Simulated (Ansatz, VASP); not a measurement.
## In2Au in VASP and in Ansatz

The input INCAR:

```
ALGO = Normal
EDIFF = 1E-8
ENCUT = 520
GGA = CA
ISIF = 2
ISMEAR = -1
LASPH = True
LCHARG = False
LEFG = True
LREAL = False
LWAVE = False
NBANDS = 26
NELM = 100
PREC = Accurate
SIGMA = 0.05
```

Contents of KPOINTS:

```
k-points
0
Gamma
  10 10 10
```

File POSCAR:

```
In2Au
1.0
    0.0000000000      3.1846344394      3.1846344394
    3.1846344394      0.0000000000      3.1846344394
    3.1846344394      3.1846344394      0.0000000000
In Au
2 1
Direct
    0.2500000000      0.2500000000      0.2500000000
    0.7500000000      0.7500000000      0.7500000000
    0.0000000000      0.0000000000      0.0000000000
```

Input for Ansatz:

```yaml
crystal:
  lattice:
    - [0.0, 3.1846344394, 3.1846344394]
    - [3.1846344394, 0.0, 3.1846344394]
    - [3.1846344394, 3.1846344394, 0.0]
  atoms:
    - { symbol: In, position: [0.25, 0.25, 0.25] }
    - { symbol: In, position: [0.75, 0.75, 0.75] }
    - { symbol: Au, position: [0.0, 0.0, 0.0] }
kpoints:
  mp_grid: { grid: [10, 10, 10] }
scf:
  occupations: { method: fermi_dirac, width: 0.05 }
hamiltonian:
  xc: lda
  pseudopotentials: { kind: all_electron, datasets: crystal }
output:
  forces: true
  stress: true
  eigenvalues: true
  efg: { contact_densities: true }
```

Change from the starting cell: volume scaled by 0.94, crystal datasets.

Alike in both runs: task electric field gradients; functional LDA; k mesh 10 × 10 × 10; occupations fermi-dirac, width 0.05 eV; no spin polarisation.

```csv
,VASP,Ansatz
version,VASP 6.6.1,Ansatz 0.2.0
potentials or method,"VASP PAW LDA potentials, release 64 (In_d, Au), cutoff 520 eV","all-electron PAW with datasets made for the crystal, scalar-relativistic"
```

VASP gave:

| Quantity | Value |
| --- | --- |
| pressure (GPa) | 4.1 |

**Question.** Estimate Ansatz's values.

**Answer.** Pressure (GPa): 3.9.

LDA's correlation is that of Perdew and Zunger in VASP and of Perdew and Wang (1992) in Ansatz. Ansatz ran all-electron here, and VASP with PAW potentials.

Spin-orbit coupling is off throughout.
